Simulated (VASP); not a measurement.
# BeTe (m.hse) (F-43m) in VASP: single point with HSE06

Aim: the single point of BeTe (m.hse) with HSE06.

All numbers are computed with VASP 6.6.1; they aren't measurements. Logs are shortened: lines on timing, memory, paths and dates and some standing lists are left out, and cuts for length are marked.

**1. The cell of the first run**

Symmetry: F-43m, No. 216, cubic system. The conventional cell has a = 5.664 Å, b = 5.664 Å, c = 5.664 Å, α = 90.00°, β = 90.00°, γ = 90.00°. Within 3.2 Å of Be (site symmetry -43m) lie 4 Te at 2.45 Å. Te (site symmetry -43m) has 4 Be at 2.45 Å within 3.2 Å.

**2. Single point, HSE06**

POSCAR reads:

```
BeTe
1.0
    0.0000000000      2.8321709585      2.8321709585
    2.8321709585      0.0000000000      2.8321709585
    2.8321709585      2.8321709585      0.0000000000
Be Te
1 1
Direct
    0.0000000000      0.0000000000      0.0000000000
    0.2500000000      0.2500000000      0.2500000000
```

INCAR.step1 reads:

```
SYSTEM = BeTe
PREC     = Accurate       ! precision mode
ENCUT    = 520            ! plane-wave cutoff, eV
EDIFF    = 1E-5           ! SCF threshold, eV
ISMEAR   = 0              ! smearing method
SIGMA    = 0.01           ! smearing width, eV
LREAL    = .False.        ! projectors in reciprocal space
LASPH    = .True.         ! aspherical terms in the spheres
NELM     = 120            ! most SCF steps
ALGO     = Normal         ! electronic algorithm
ISIF     = 2              ! what is computed and relaxed
LWAVE    = .True.         ! write WAVECAR
LCHARG   = .False.        ! write CHGCAR
GGA      = PE             ! functional
NBANDS   = 11             ! bands
GGA_COMPAT= .False.
```

INCAR.step2 reads:

```
SYSTEM = BeTe
PREC     = Accurate       ! precision mode
ENCUT    = 520            ! plane-wave cutoff, eV
EDIFF    = 1E-6           ! SCF threshold, eV
ISMEAR   = 0              ! smearing method
SIGMA    = 0.01           ! smearing width, eV
LREAL    = .False.        ! projectors in reciprocal space
LASPH    = .True.         ! aspherical terms in the spheres
NELM     = 120            ! most SCF steps
ALGO     = Normal         ! electronic algorithm
ISIF     = 2              ! what is computed and relaxed
LWAVE    = .False.        ! write WAVECAR
LCHARG   = .False.        ! write CHGCAR
GGA      = PE             ! functional
LHFCALC  = .True.         ! exact exchange
HFSCREEN = 0.2079         ! screening, 1/A
PRECFOCK = Normal       
ISTART   = 1            
NBANDS   = 11             ! bands
GGA_COMPAT= .False.
```

KPOINTS reads:

```
regular mesh
0
Gamma
  6 6 6
  0 0 0
```

Potentials or basis: VASP PAW PBE potentials, release 64 (Be, Te).

Command:

```
cat potpaw_PBE.64/Be/POTCAR potpaw_PBE.64/Te/POTCAR > POTCAR
cp INCAR.step1 INCAR
mpirun -np 1 vasp_std > vasp.out
cp INCAR.step2 INCAR
mpirun -np 1 vasp_std > vasp.out
```

OUTCAR:

```text
SYSTEM = BeTe
   PREC = Accurate
   ENCUT = 520
   EDIFF = 1E-6
   ISMEAR = 0
   LREAL = .False.
   LASPH = .True.
   NELM = 120
   ISIF = 2
   GGA = PE
   LHFCALC = .True.
   HFSCREEN = 0.2079
   PRECFOCK = Normal
   ISTART = 1

 ion  position               nearest neighbor table
   1  0.000  0.000  0.000-   2 2.45   2 2.45   2 2.45   2 2.45
   2  0.250  0.250  0.250-   1 2.45   1 2.45   1 2.45   1 2.45

  LATTYP: Found a face centered cubic cell.
 ALAT       =     5.6643419170

  Lattice vectors:

 A1 = (   0.0000000000,   2.8321709585,   2.8321709585)
 A2 = (   2.8321709585,   0.0000000000,   2.8321709585)
 A3 = (   2.8321709585,   2.8321709585,   0.0000000000)

Analysis of symmetry for initial positions (statically):
=====================================================================
 Subroutine PRICEL returns:
 Original cell was already a primitive cell.

 Routine SETGRP: Setting up the symmetry group for a
 face centered cubic supercell.

 Subroutine GETGRP returns: Found 24 space group operations
 (whereof 24 operations were pure point group operations)
 out of a pool of 48 trial point group operations.

The static configuration has the point symmetry T_d .

Analysis of symmetry for dynamics (positions and initial velocities):
=====================================================================
 Subroutine PRICEL returns:
 Original cell was already a primitive cell.

 Routine SETGRP: Setting up the symmetry group for a
 face centered cubic supercell.

 Subroutine GETGRP returns: Found 24 space group operations
 (whereof 24 operations were pure point group operations)
 out of a pool of 48 trial point group operations.

The dynamic configuration has the point symmetry T_d .

 Subroutine INISYM returns: Found 24 space group operations
 (whereof 24 operations are pure point group operations),
 and found     1 'primitive' translations

----------------------------------------------------------------------------------------

                                     Primitive cell

  volume of cell :      45.4348

  direct lattice vectors                    reciprocal lattice vectors
     0.000000000  2.832170958  2.832170958    -0.176543015  0.176543015  0.176543015
     2.832170958  0.000000000  2.832170958     0.176543015 -0.176543015  0.176543015
     2.832170958  2.832170958  0.000000000     0.176543015  0.176543015 -0.176543015

  length of vectors
     4.005294580  4.005294580  4.005294580     0.305781472  0.305781472  0.305781472

  position of ions in fractional coordinates (direct lattice)
     0.000000000  0.000000000  0.000000000
     0.250000000  0.250000000  0.250000000

  ion indices of the primitive-cell ions
   primitive index   ion index
                 1           1
                 2           2

----------------------------------------------------------------------------------------

 KPOINTS: regular mesh

Automatic generation of k-mesh.
 Grid dimensions read from file:
 generate k-points for:    6    6    6

 Generating k-lattice:

  Cartesian coordinates                     Fractional coordinates (reciprocal lattice)
    -0.029423836  0.029423836  0.029423836     0.166666667  0.000000000  0.000000000
     0.029423836 -0.029423836  0.029423836     0.000000000  0.166666667  0.000000000
     0.029423836  0.029423836 -0.029423836     0.000000000  0.000000000  0.166666667

  Length of vectors
     0.050963579  0.050963579  0.050963579

  Shift w.r.t. Gamma in fractional coordinates (k-lattice)
     0.000000000  0.000000000  0.000000000

 Subroutine IBZKPT returns following result:
 ===========================================

 Found     16 irreducible k-points:

 Following reciprocal coordinates:
            Coordinates               Weight
  0.000000  0.000000  0.000000      1.000000
  0.166667  0.000000  0.000000      8.000000
  0.333333  0.000000  0.000000      8.000000
  0.500000  0.000000  0.000000      4.000000
  0.166667  0.166667  0.000000      6.000000
  0.333333  0.166667  0.000000     24.000000
[... 8 lines left out ...]
 -0.333333  0.333333  0.166667     24.000000
 -0.333333  0.500000  0.166667     12.000000
   k-points           NKPTS =     16   k-points in BZ     NKDIM =    216   number of bands    NBANDS=     11
   number of dos      NEDOS =    301   number of ions     NIONS =      2
   total plane-waves  NPLWV =  27000
   dimension x,y,z NGX =    30 NGY =   30 NGZ =   30
   dimension x,y,z NGXF=    60 NGYF=   60 NGZF=   60
   ions per type =               1   1
   NGX,Y,Z   is equivalent  to a cutoff of  12.45, 12.45, 12.45 a.u.
   NGXF,Y,Z  is equivalent  to a cutoff of  24.90, 24.90, 24.90 a.u.
 SYSTEM =  BeTe
   PREC   = accura    normal or accurate (medium, high low for compatibility)
   ISTART =      1    job   : 0-new  1-cont  2-samecut
   ICHARG =      0    charge: 1-file 2-atom 10-const
   ISPIN  =      1    spin polarized calculation?
   LNONCOLLINEAR =      F non collinear calculations
   LSORBIT =      F    spin-orbit coupling
   LASPH  =      T    aspherical Exc in radial PAW
   ENCUT  =  520.0 eV  38.22 Ry    6.18 a.u.   7.45  7.45  7.45*2*pi/ulx,y,z
   NELM   =    120;   NELMIN=  2; NELMDL=  0     # of ELM steps
   EDIFF  = 0.1E-05   stopping-criterion for ELM
   LREAL  =      F    real-space projection
   EDIFFG = 0.1E-04   stopping-criterion for IOM
   NSW    =      0    number of steps for IOM
   IBRION =     -1    ionic relax: 0-MD 1-quasi-New 2-CG
   NFREE  =      0    steps in history (QN), initial steepest desc. (CG)
   ISIF   =      2    stress and relaxation
   ISYM   =      3    0-nonsym 1-usesym 2-fastsym
   POTIM  = 0.5000    time-step for ionic-motion
   TEBEG  =    0.0;   TEEND  =   0.0 temperature during run
   PSTRESS=    0.0 pullay stress
   NELECT =       8.0000    total number of electrons
   NUPDOWN=      -1.0000    fix difference up-down
   EMIN   =  10.00;   EMAX   =-10.00  energy-range for DOS
   EFERMI =   0.00;   METHOD = LEGACY
   ISMEAR =     0;   SIGMA  =   0.01  broadening in eV -4-tet -1-fermi 0-gaus
   EFERMI_NEDOS =   21; number of points for ismear=-14 and -15
   IALGO  =     38    algorithm
   IMIX   =      1    mixing-type and parameters
     AMIX     =   0.40;   BMIX     =  1.00
     AMIX_MAG =   1.60;   BMIX_MAG =  1.00
  volume/ion in A,a.u.               =      22.72       153.30
  Fermi-wavevector in a.u.,A,eV,Ry     =   0.917576  1.733967 11.455366  0.841946
  Thomas-Fermi vector in A             =   2.042560
   LORBIT       =      0    0 simple, 1 ext, 2 COOP (PROOUT), +10 PAW based schemes
   GGA     = PE    functional components
   LHFCALC =     T    Hartree Fock is set to
   PRECFOCK=normal    Normal, Fast or Accurate (Low or Medium for compatibility)
   ENCUT4O =  -1.0   cutoff for four orbital integrals eV
   NKREDX  =     1    reduce k-point grid by
   NKREDY  =     1    reduce k-point grid by
   NKREDZ  =     1    reduce k-point grid by
   AEXX    =    0.2500 exact exchange contribution
   HFSCREEN=    0.2079 screening length (either q_TF or 0.3 A-1)
   HFSCREENC=   0.2079 screening length for correlation (either q_TF or 0.3 A-1)
   ENCUTFOCK=  -1.0 apply spherical cutoff to Coloumb kernel
   IVDW    =     0    specifies the selected vdW correction
   LEPSILON=     F    determine dielectric tensor
   LRPA    =     F    only Hartree local field effects (RPA)
 non-spin polarized calculation
 Gauss-broadening in eV      SIGMA  =   0.01
  energy-cutoff  :      520.00
  volume of cell :       45.43
 maximum number of plane-waves:      1243
 NGX is ok and might be reduce to    30
  NGX = 24; NGY = 24; NGZ = 24

 number of electron       8.0000000 magnetization

 Free energy of the ion-electron system (eV)
  ---------------------------------------------------
  ext. energy  EPLUGINS =         0.00000000
  ---------------------------------------------------
  free energy    TOTEN  =        -8.74973133 eV

  energy without entropy =       -8.74973133  energy(sigma->0) =       -8.74973133

 E-fermi :   4.5126     XC(G=0):  -7.5116

 val. band max:        4.4259726021   @ k =   0.0000   0.0000   0.0000
 cond. band min:       7.1077325610   @ k =   0.5000   0.5000   0.0000
 fundamental gap:      2.6817599589
 Fermi energy:         4.5125889955

 k-point     1 :       0.0000    0.0000    0.0000
  band No.  band energies     occupation
      1      -8.9014      2.00000
      2       4.4260      2.00000
      3       4.4260      2.00000
      4       4.4260      2.00000
      5       8.8880      0.00000
      6       8.9123      0.00000
      7       8.9123      0.00000
      8       8.9123      0.00000
      9      13.7597      0.00000
     10      15.6768      0.00000
     11      15.6768      0.00000

 k-point     2 :       0.1667    0.0000    0.0000
  band No.  band energies     occupation
      1      -8.6195      2.00000
      2       2.3239      2.00000
      3       4.0392      2.00000
      4       4.0392      2.00000
      5       8.6545      0.00000
      6       9.4750      0.00000
      7       9.4750      0.00000
      8      11.0345      0.00000
      9      14.4052      0.00000
     10      14.4902      0.00000
     11      14.4902      0.00000

 k-point     3 :       0.3333    0.0000    0.0000
  band No.  band energies     occupation
      1      -7.9128      2.00000
      2      -0.3631      2.00000
      3       3.4642      2.00000
      4       3.4642      2.00000
      5       8.3331      0.00000
      6       9.9470      0.00000
      7       9.9470      0.00000
      8      13.2383      0.00000
      9      14.7465      0.00000
     10      15.0632      0.00000
     11      15.0632      0.00000
[... 155 lines left out ...]
 k-point    15 :      -0.3333    0.3333    0.1667
  band No.  band energies     occupation
      1      -7.0187      2.00000
      2      -0.8154      2.00000
      3       0.7177      2.00000
      4       1.8997      2.00000
      5       9.7513      0.00000
      6       9.9728      0.00000
      7      12.3619      0.00000
      8      12.6327      0.00000
      9      14.1273      0.00000
     10      17.4872      0.00000
     11      18.2285      0.00000

 k-point    16 :      -0.3333    0.5000    0.1667
  band No.  band energies     occupation
      1      -6.8634      2.00000
      2      -0.7733      2.00000
      3       0.8342      2.00000
      4       1.1799      2.00000
      5       8.9174      0.00000
      6       9.5324      0.00000
      7      12.7730      0.00000
      8      13.0984      0.00000
      9      16.5559      0.00000
     10      17.3714      0.00000
     11      18.4516      0.00000

------------------------ aborting loop because EDIFF is reached ----------------------------------------

  FORCE on cell =-STRESS in cart. coord.  units (eV):
  Direction    XX          YY          ZZ          XY          YZ          ZX
  --------------------------------------------------------------------------------------
  -------------------------------------------------------------------------------------
  Total       -0.3294764     -0.3294764     -0.3294764      0.0000000      0.0000000     -0.0000000
  in kB      -11.6184052    -11.6184052    -11.6184052      0.0000000      0.0000000     -0.0000000
  external PRESSURE =     -11.6184052 kB  Pullay stress =       0.0000000 kB

 VOLUME and BASIS-vectors are now :
 -----------------------------------------------------------------------------
  energy-cutoff  :      520.00
  volume of cell :       45.43
      direct lattice vectors                 reciprocal lattice vectors
     0.000000000  2.832170958  2.832170958    -0.176543015  0.176543015  0.176543015
     2.832170958  0.000000000  2.832170958     0.176543015 -0.176543015  0.176543015
     2.832170958  2.832170958  0.000000000     0.176543015  0.176543015 -0.176543015

 POSITION                                       TOTAL-FORCE (eV/Angst)
 -----------------------------------------------------------------------------------
      0.00000      0.00000      0.00000        -0.000000     -0.000000     -0.000000
      1.41609      1.41609      1.41609         0.000000      0.000000      0.000000
 -----------------------------------------------------------------------------------
    total drift:                                0.000000      0.000001      0.000000

  FREE ENERGIE OF THE ION-ELECTRON SYSTEM (eV)
  ---------------------------------------------------
  free  energy   TOTEN  =        -8.7497313308 eV

  energy  without entropy=       -8.7497313308  energy(sigma->0) =       -8.74973133
```

Run time: 9.3 min. Hardware: 1 thread of Intel Xeon Platinum 8375C at 2.90GHz (Ice Lake), shared host; peak memory 0.29 GiB.

What came out:

```
Free energy            : -8.7497 eV
Pressure               : -1.2 GPa
Band gap on the k mesh : 2.68 eV, indirect (least direct gap 4.46 eV)
```

Levels at points of the mesh, in eV from the valence-band top:
| k point | band 1 | band 2 | band 3 | band 4 | band 5 | band 6 | band 7 | band 8 | band 9 |
| --- | --- | --- | --- | --- | --- | --- | --- | --- | --- |
| (0.00, 0.00, 0.00) | -13.33 | 0.00 | 0.00 | 0.00 | 4.46 | 4.49 | 4.49 | 4.49 | 9.33 |
| (0.50, 0.00, 0.00) | -11.86 | -5.98 | -1.19 | -1.19 | 3.78 | 5.48 | 5.48 | 8.84 | 12.03 |
| (0.50, 0.50, 0.00) | -11.32 | -5.56 | -2.81 | -2.81 | 2.68 | 3.40 | 10.96 | 10.96 | 12.76 |

Caveat: the PAW data sets were made with another functional, which shifts forces and pressure a little; spin-orbit coupling is left out, which moves the levels of the heavy elements.
